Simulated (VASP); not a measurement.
# NaCl (Fm-3m) in VASP: further runs, part 2 of 2

VASP 6.6.1. Earlier steps stand in the parts before.

## (3) Single point, PBE

This run uses another cell than the first one, of 23.17 Å³/atom.

The input, INCAR:

```
PREC = Accurate
ENCUT = 500
EDIFF = 1E-6
ISMEAR = 0
SIGMA = 0.02
LREAL = F
LASPH = T
NELM = 120
ALGO = Normal
ISIF = 2
LWAVE = F
LCHARG = F
GGA = PE
NBANDS = 14
GGA_COMPAT = F
```

The input, KPOINTS:

```
Automatic mesh
0
Gamma
  8 8 8
```

The input, POSCAR:

```
NaCl
1.0
    0.0000000000      2.8510411857      2.8510411857
    2.8510411857      0.0000000000      2.8510411857
    2.8510411857      2.8510411857      0.0000000000
Na Cl
1 1
Direct
    0.0000000000      0.0000000000      0.0000000000
    0.5000000000      0.5000000000      0.5000000000
```

Potentials or basis: VASP PAW PBE potentials, release 64 (Na_pv, Cl).

Started as:

```sh
> cat potpaw_PBE.64/Na_pv/POTCAR potpaw_PBE.64/Cl/POTCAR > POTCAR
> mpirun -np 1 vasp_std > vasp.out
```

OUTCAR:

```text
PREC = Accurate
   ENCUT = 500
   EDIFF = 1E-6
   ISMEAR = 0
   LREAL = F
   LASPH = T
   NELM = 120
   ISIF = 2
   GGA = PE

 ion  position               nearest neighbor table
   1  0.000  0.000  0.000-
   2  0.500  0.500  0.500-

  LATTYP: Found a face centered cubic cell.
 ALAT       =     5.7020823714

  Lattice vectors:

 A1 = (   0.0000000000,   2.8510411857,   2.8510411857)
 A2 = (   2.8510411857,   0.0000000000,   2.8510411857)
 A3 = (   2.8510411857,   2.8510411857,   0.0000000000)

Analysis of symmetry for initial positions (statically):
=====================================================================
 Subroutine PRICEL returns:
 Original cell was already a primitive cell.

 Routine SETGRP: Setting up the symmetry group for a
 face centered cubic supercell.

 Subroutine GETGRP returns: Found 48 space group operations
 (whereof 48 operations were pure point group operations)
 out of a pool of 48 trial point group operations.

The static configuration has the point symmetry O_h .

Analysis of symmetry for dynamics (positions and initial velocities):
=====================================================================
 Subroutine PRICEL returns:
 Original cell was already a primitive cell.

 Routine SETGRP: Setting up the symmetry group for a
 face centered cubic supercell.

 Subroutine GETGRP returns: Found 48 space group operations
 (whereof 48 operations were pure point group operations)
 out of a pool of 48 trial point group operations.

The dynamic configuration has the point symmetry O_h .

 Subroutine INISYM returns: Found 48 space group operations
 (whereof 48 operations are pure point group operations),
 and found     1 'primitive' translations

----------------------------------------------------------------------------------------

                                     Primitive cell
[... 118 lines left out ...]
   AEXX    =    0.0000 exact exchange contribution
   IVDW    =     0    specifies the selected vdW correction
   LEPSILON=     F    determine dielectric tensor
   LRPA    =     F    only Hartree local field effects (RPA)
 non-spin polarized calculation
 Gauss-broadening in eV      SIGMA  =   0.02
  energy-cutoff  :      500.00
  volume of cell :       46.35
 maximum number of plane-waves:      1243
 NGX is ok and might be reduce to    30
   NGX = 15   NGY = 15   NGZ = 15

 number of electron      13.9999992 magnetization

 Free energy of the ion-electron system (eV)
  ---------------------------------------------------
  ext. energy  EPLUGINS =         0.00000000
  ---------------------------------------------------
  free energy    TOTEN  =        -6.77768645 eV

  energy without entropy =       -6.77768645  energy(sigma->0) =       -6.77768645

 E-fermi :  -0.7436     XC(G=0):  -8.0270

 val. band max:       -0.9170240326   @ k =   0.0000   0.0000   0.0000
 cond. band min:       4.0659170906   @ k =   0.0000   0.0000   0.0000
 fundamental gap:      4.9829411232
 Fermi energy:        -0.7435614578

 k-point     1 :       0.0000    0.0000    0.0000
  band No.  band energies     occupation
      1     -21.8013      2.00000
      2     -21.8013      2.00000
      3     -21.8013      2.00000
      4     -13.5044      2.00000
      5      -0.9170      2.00000
      6      -0.9170      2.00000
      7      -0.9170      2.00000
      8       4.0659      0.00000
      9      10.1674      0.00000
     10      10.1674      0.00000
     11      10.1674      0.00000
     12      12.2861      0.00000
     13      12.2861      0.00000
     14      13.8381      0.00000
[... 377 lines left out ...]
      1     -21.8214      2.00000
      2     -21.8083      2.00000
      3     -21.8051      2.00000
      4     -13.1697      2.00000
      5      -2.4819      2.00000
      6      -1.6349      2.00000
      7      -1.3031      2.00000
      8       7.3276      0.00000
      9       8.4744      0.00000
     10       9.2161      0.00000
     11      10.6927      0.00000
     12      13.2625      0.00000
     13      14.4791      0.00000
     14      15.5339      0.00000

 [... further k-points ...]

------------------------ aborting loop because EDIFF is reached ----------------------------------------

  FORCE on cell =-STRESS in cart. coord.  units (eV):
  Direction    XX          YY          ZZ          XY          YZ          ZX
  --------------------------------------------------------------------------------------
  -------------------------------------------------------------------------------------
  Total       -0.0366289     -0.0366289     -0.0366289     -0.0000000     -0.0000000      0.0000000
  in kB       -1.2661750     -1.2661750     -1.2661750     -0.0000000     -0.0000000      0.0000000
  external PRESSURE =      -1.2661750 kB  Pullay stress =       0.0000000 kB

 VOLUME and BASIS-vectors are now :
 -----------------------------------------------------------------------------
  energy-cutoff  :      500.00
  volume of cell :       46.35
      direct lattice vectors                 reciprocal lattice vectors
     0.000000000  2.851041186  2.851041186    -0.175374527  0.175374527  0.175374527
     2.851041186  0.000000000  2.851041186     0.175374527 -0.175374527  0.175374527
     2.851041186  2.851041186  0.000000000     0.175374527  0.175374527 -0.175374527

 POSITION                                       TOTAL-FORCE (eV/Angst)
 -----------------------------------------------------------------------------------
      0.00000      0.00000      0.00000        -0.000000     -0.000000      0.000000
      2.85104      2.85104      2.85104         0.000000      0.000000     -0.000000
 -----------------------------------------------------------------------------------
    total drift:                               -0.000000      0.000000      0.000000

  FREE ENERGIE OF THE ION-ELECTRON SYSTEM (eV)
  ---------------------------------------------------
  free  energy   TOTEN  =        -6.7776864505 eV

  energy  without entropy=       -6.7776864505  energy(sigma->0) =       -6.77768645
```

OSZICAR:

```text
N       E                     dE             d eps       ncg     rms          rms(c)
DAV:   1     0.956009915645E+02    0.95601E+02   -0.68651E+03   812   0.969E+02
DAV:   2     0.946101639530E+00   -0.94655E+02   -0.87603E+02   868   0.260E+02
DAV:   3    -0.685817224217E+01   -0.78043E+01   -0.77595E+01  1046   0.692E+01
DAV:   4    -0.697982228371E+01   -0.12165E+00   -0.12160E+00   932   0.942E+00
DAV:   5    -0.698261814796E+01   -0.27959E-02   -0.27956E-02  1084   0.144E+00    0.214E+00
DAV:   6    -0.678347500562E+01    0.19914E+00   -0.33618E-01  1004   0.327E+00    0.159E+00
DAV:   7    -0.677172099371E+01    0.11754E-01   -0.82372E-02  1080   0.161E+00    0.109E+00
DAV:   8    -0.677767645893E+01   -0.59555E-02   -0.10500E-02   878   0.858E-01    0.298E-01
DAV:   9    -0.677756329803E+01    0.11316E-03   -0.21824E-04  1040   0.111E-01    0.172E-01
DAV:  10    -0.677769989562E+01   -0.13660E-03   -0.38437E-04   914   0.141E-01    0.763E-02
DAV:  11    -0.677768671476E+01    0.13181E-04   -0.21923E-05  1034   0.402E-02    0.198E-02
DAV:  12    -0.677768645050E+01    0.26426E-06   -0.31011E-06   962   0.148E-02
   1 F= -.67776865E+01 E0= -.67776865E+01  d E =-.141633E-36
```

stdout:

```text
POSCAR found type information on POSCAR NaCl
 POSCAR found :  2 types and       2 ions
 scaLAPACK will be used
 LDA part: xc-table for (Slater+PW92), standard interpolation
 POSCAR, INCAR and KPOINTS ok, starting setup
 FFT: planning ... GRIDC
 FFT: planning ... GRID_SOFT
 FFT: planning ... GRID
 WAVECAR not read
 entering main loop
```

Run time: 25 s. Hardware: 1 thread of Intel Xeon 8259CL, shared host; peak memory 0.16 GiB.

What came out:

```yaml
Free_energy: -6.7777 eV
Pressure: -0.1 GPa
Band_gap_on_the_k_mesh: 4.98 eV
```

Levels at points of the mesh, in eV from the valence-band top:
```csv
k point,band 3,band 4,band 5,band 6,band 7,band 8,band 9,band 10,band 11,band 12
"(0.00, 0.00, 0.00)",-20.88,-12.59,0.00,0.00,0.00,4.98,11.08,11.08,11.08,13.20
"(0.50, 0.00, 0.00)",-20.89,-12.28,-1.83,-0.25,-0.25,7.21,10.36,10.89,10.89,14.77
"(0.50, 0.50, 0.00)",-20.89,-12.24,-1.57,-0.56,-0.56,7.44,8.10,11.09,14.48,14.48
```

A k mesh can miss the band edges.

## (4) Single point, PBE

This run uses another cell than the first one, of 23.17 Å³/atom.

The input, INCAR:

```
SYSTEM = NaCl
PREC = Accurate ; ENCUT = 500
EDIFF = 1E-6 ; ISMEAR = 0
SIGMA = 0.02 ; LREAL = .False.
LASPH = .True. ; NELM = 120
ALGO = Normal ; ISIF = 2
LWAVE = .False. ; LCHARG = .False.
GGA = PE ; NBANDS = 14
GGA_COMPAT = .False.
```

The input, KPOINTS:

```
regular mesh
0
Gamma
  8 8 8
  0 0 0
```

POSCAR is that of step 3.

Started as:

```sh
> cat potpaw_PBE.64/Na_pv/POTCAR potpaw_PBE.64/Cl/POTCAR > POTCAR
> mpirun -np 1 vasp_std > vasp.out
```

Wall time 21 s (1 thread of Intel Xeon 8259CL, shared host); peak memory 0.16 GiB.

Results (log left out):

```
Free energy            : -6.7777 eV
Pressure               : -0.1 GPa
Band gap on the k mesh : 4.98 eV
```

Levels at points of the mesh, in eV from the valence-band top:
```
           k point  band 5  band 6  band 7  band 8  band 9  band 10
(0.00, 0.00, 0.00)    0.00    0.00    0.00    4.98   11.08    11.08
(0.50, 0.00, 0.00)   -1.83   -0.25   -0.25    7.21   10.36    10.89
(0.50, 0.50, 0.00)   -1.57   -0.56   -0.56    7.44    8.10    11.09
```

## (5) Relaxation of cell and atoms, PBE

This run uses another cell than the first one, of 23.17 Å³/atom.

The input, INCAR:

```
ALGO     = Normal         # electronic algorithm
EDIFF    = 1E-7           # SCF threshold, eV
EDIFFG   = -0.01          # ionic threshold
ENCUT    = 500            # plane-wave cutoff, eV
GGA      = PE             # functional
GGA_COMPAT= F            
IBRION   = 2              # ionic algorithm
ISIF     = 3              # what is computed and relaxed
ISMEAR   = 0              # smearing method
LASPH    = T              # aspherical terms in the spheres
LCHARG   = F              # write CHGCAR
LREAL    = F              # projectors in reciprocal space
LWAVE    = F              # write WAVECAR
NELM     = 120            # most SCF steps
NELMIN   = 4            
NSW      = 80             # ionic steps
PREC     = Accurate       # precision mode
SIGMA    = 0.02           # smearing width, eV
```

The input, KPOINTS:

```
k-points
0
Gamma
  8 8 8
```

POSCAR is that of step 4.

Started as:

```sh
> cat potpaw_PBE.64/Na_pv/POTCAR potpaw_PBE.64/Cl/POTCAR > POTCAR
> mpirun -np 1 vasp_std > vasp.out
```

Wall time 26 s (1 thread of Intel Xeon 8259CL, shared host); peak memory 0.16 GiB.

It converged, with:

```yaml
Free_energy: -6.7778 eV
Relaxed_volume: 23.11 Å³/atom
Relaxed_cell: a = 4.028 Å, b = 4.028 Å, c = 4.028 Å, α = 60.00°, β = 60.00°, γ = 60.00°
Space_group_after_relaxing_to_0.1_Å: Fm-3m (No. 225)
Energy_gained_by_relaxing: 0.0 meV/atom
Ionic_steps: 2
Pressure_after_relaxing: 0.0 GPa
Band_gap_on_the_k_mesh: 4.99 eV
```

Final structure:
```
Na Cl
1.0
     0.00000    2.84841    2.84841
     2.84841    0.00000    2.84841
     2.84841    2.84841    0.00000
Na Cl
1 1
Direct
  0.00000 0.00000 0.00000
  0.50000 0.50000 0.50000
```

Levels at points of the mesh, in eV from the valence-band top:
```tsv
k point	band 4	band 5	band 6	band 7	band 8	band 9	band 10	band 11
(0.00, 0.00, 0.00)	-12.59	0.00	0.00	0.00	4.99	11.09	11.09	11.09
(0.50, 0.00, 0.00)	-12.29	-1.83	-0.25	-0.25	7.22	10.38	10.90	10.90
(0.50, 0.50, 0.00)	-12.24	-1.58	-0.57	-0.57	7.45	8.10	11.11	14.51
```

## (6) Overview

```tsv
task	cell	k mesh	smearing	gap on the mesh (eV)	pressure (GPa)
single point	a = 4.876 Å, angles 60.0°, 2 atoms	4 × 4 × 4	gaussian 0.1 eV	3.48	-3.8
single point	a = 4.032 Å, angles 60.0°, 2 atoms	8 × 8 × 8	gaussian 0.02 eV	4.98	-0.1
relaxation of cell and atoms	relaxed from a = 4.032 Å, angles 60.0°, 2 atoms	8 × 8 × 8	gaussian 0.02 eV	4.99	0.0
```

Alike in all rows: level PBE; potentials or basis VASP PAW PBE potentials, release 64 (Na_pv, Cl); no spin polarisation; cutoff (eV) 500.

Caveats: the cell stands under tension (at least some runs).

Total energies depend on the potentials used, so only differences within one code and one set of settings carry meaning.
